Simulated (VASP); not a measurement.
Set up this calculation in VASP 6.6.1, as the native input.

```yaml
Task: single point
Functional: HSE06
Potentials_or_basis: VASP PAW PBE potentials, release 64 (Sn_d)
Cutoff: 520 eV
k_mesh: 4 × 4 × 4
Occupations: gaussian, width 0.1 eV
Spin: non-collinear spin, zero start, spin-orbit coupling
Starting_moments: "[[0.0, 0.0, 0.0], [0.0, 0.0, 0.0]] μB"
Dipole_correction: no
Grid_for_exact_exchange_PRECFOCK: Normal
Further_INCAR_settings: ALGO = Normal; EDIFF = 1e-06; NBANDS = 40
Share_of_exact_exchange: 0.25
Screening_parameter: 0.2079 1/Å
```

The system is Sn.

```
CELL_PARAMETERS angstrom
0.00000 3.27017 3.27017
3.27017 0.00000 3.27017
3.27017 3.27017 0.00000
ATOMIC_POSITIONS crystal
Sn 0.00000 0.00000 0.00000
Sn 0.25000 0.25000 0.25000
```

This isn't the form of Sn at room conditions, which is tetragonal (white tin).

The input as run:

POSCAR

```
Sn
1.0
    0.0000000000      3.2701710852      3.2701710852
    3.2701710852      0.0000000000      3.2701710852
    3.2701710852      3.2701710852      0.0000000000
Sn
2
Direct
    0.0000000000      0.0000000000      0.0000000000
    0.2500000000      0.2500000000      0.2500000000
```

INCAR.step1

```
SYSTEM = Sn
PREC     = Accurate       ! precision mode
ENCUT    = 520            ! plane-wave cutoff, eV
EDIFF    = 1E-5           ! SCF threshold, eV
ISMEAR   = 0              ! smearing method
SIGMA    = 0.1            ! smearing width, eV
LREAL    = .False.        ! projectors in reciprocal space
LASPH    = .True.         ! aspherical terms in the spheres
NELM     = 150            ! most SCF steps
ALGO     = Normal         ! electronic algorithm
ISIF     = 2              ! what is computed and relaxed
LWAVE    = .True.         ! write WAVECAR
LCHARG   = .False.        ! write CHGCAR
MAGMOM   = 0 0 0 0 0 0    ! initial moments
LORBIT   = 11             ! projections on sites
LSORBIT  = .True.         ! spin-orbit coupling
GGA_COMPAT= .False.      
LORBMOM  = .True.       
GGA      = PE             ! functional
NBANDS   = 40             ! bands
KPAR     = 4
```

INCAR.step2

```
SYSTEM = Sn
PREC     = Accurate       ! precision mode
ENCUT    = 520            ! plane-wave cutoff, eV
EDIFF    = 1E-6           ! SCF threshold, eV
ISMEAR   = 0              ! smearing method
SIGMA    = 0.1            ! smearing width, eV
LREAL    = .False.        ! projectors in reciprocal space
LASPH    = .True.         ! aspherical terms in the spheres
NELM     = 150            ! most SCF steps
ALGO     = Normal         ! electronic algorithm
ISIF     = 2              ! what is computed and relaxed
LWAVE    = .False.        ! write WAVECAR
LCHARG   = .False.        ! write CHGCAR
MAGMOM   = 0 0 0 0 0 0    ! initial moments
LORBIT   = 11             ! projections on sites
LSORBIT  = .True.         ! spin-orbit coupling
GGA_COMPAT= .False.      
LORBMOM  = .True.       
GGA      = PE             ! functional
LHFCALC  = .True.         ! exact exchange
HFSCREEN = 0.2079         ! screening, 1/A
PRECFOCK = Normal       
ISTART   = 1            
NBANDS   = 40             ! bands
KPAR     = 4
```

KPOINTS

```
Automatic mesh
0
Gamma
  4 4 4
  0 0 0
```

Potentials or basis: VASP PAW PBE potentials, release 64 (Sn_d).

Run with:

```console
$ cat potpaw_PBE.64/Sn_d/POTCAR > POTCAR
$ cp INCAR.step1 INCAR
$ mpirun -np 4 vasp_ncl > vasp.out
$ cp INCAR.step2 INCAR
$ mpirun -np 4 vasp_ncl > vasp.out
```

Results of the run:

```
Pressure                                              : 0.8 GPa
Net moment                                            : 0.00 μB per cell
Valence electrons inside the program's atomic spheres : Sn 12.39
```

Caveat: the k points lie up to 0.42 Å⁻¹ apart; the PAW data sets were made with another functional, which shifts forces and pressure a little.

Wall time 33 min on 4 MPI ranks on Intel(R) Xeon(R) Platinum 8259CL CPU @ 2.50GHz (Skylake/Cascade Lake) (shared host), peak memory 0.53 GiB a rank.
